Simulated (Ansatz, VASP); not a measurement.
# Li: VASP beside Ansatz

INCAR

```
SYSTEM = Li
PREC = Accurate
ENCUT = 750
EDIFF = 1E-7
ISMEAR = 0
SIGMA = 0.1
LREAL = .False.
LASPH = .True.
NELM = 120
ALGO = Normal
ISIF = 3
LWAVE = .False.
LCHARG = .False.
GGA = PE
IBRION = 2
NSW = 70
EDIFFG = -0.005
GGA_COMPAT = .False.
NELMIN = 4
```

KPOINTS

```
regular mesh
0
Gamma
  18 18 10
  0 0 0
```

POSCAR

```
Li
1.0
    2.9531605378      0.0000000000      0.0000000000
   -1.4765802689      2.5575120472      0.0000000000
    0.0000000000      0.0000000000      4.8440825740
Li
2
Direct
    0.3333333333      0.6666666667      0.2500000000
    0.6666666667      0.3333333333      0.7500000000
```

Input for Ansatz:

```yaml
crystal:
  lattice:
    - [2.9531605378, 0.0, 0.0]
    - [-1.4765802689, 2.5575120472, 0.0]
    - [0.0, 0.0, 4.844082574]
  atoms:
    - { symbol: Li, position: [0.3333333333, 0.6666666667, 0.25] }
    - { symbol: Li, position: [0.6666666667, 0.3333333333, 0.75] }
basis:
  ecutwfc: 420
kpoints:
  mp_grid: { grid: [18, 18, 10] }
hamiltonian:
  xc: pbe
scf:
  occupations: { method: gaussian, width: 0.1 }
output:
  forces: true
  stress: true
  eigenvalues: true
relax:
  adjacent_minimum: "off"
  f_tol: 0.005
  max_steps: 50
  cell: { stress_tol: 0.05 }
```

Alike in both runs: task relaxation of cell and atoms; functional PBE; k mesh 18 × 18 × 10; occupations gaussian, width 0.1 eV; no spin polarisation.

|  | VASP | Ansatz |
| --- | --- | --- |
| version | VASP 6.6.1 | Ansatz 0.2.0 |
| potentials or method | VASP PAW PBE potentials, release 64 (Li_sv), cutoff 750 eV | scalar-relativistic, plane waves, PAW |
| valence electrons in the cell | 6 | 6 |

```csv
,VASP,Ansatz,Ansatz less VASP
"gap on the k mesh at the Fermi level, each at its own relaxed structure (eV)",none,none,-
relaxed volume (Å³/atom),19.98,20.22,+0.236
relaxed cell length with the largest relative difference (Å),4.991,5.011,+0.0197
```

A gap of «none» marks a metal or a gap that the smearing closes.
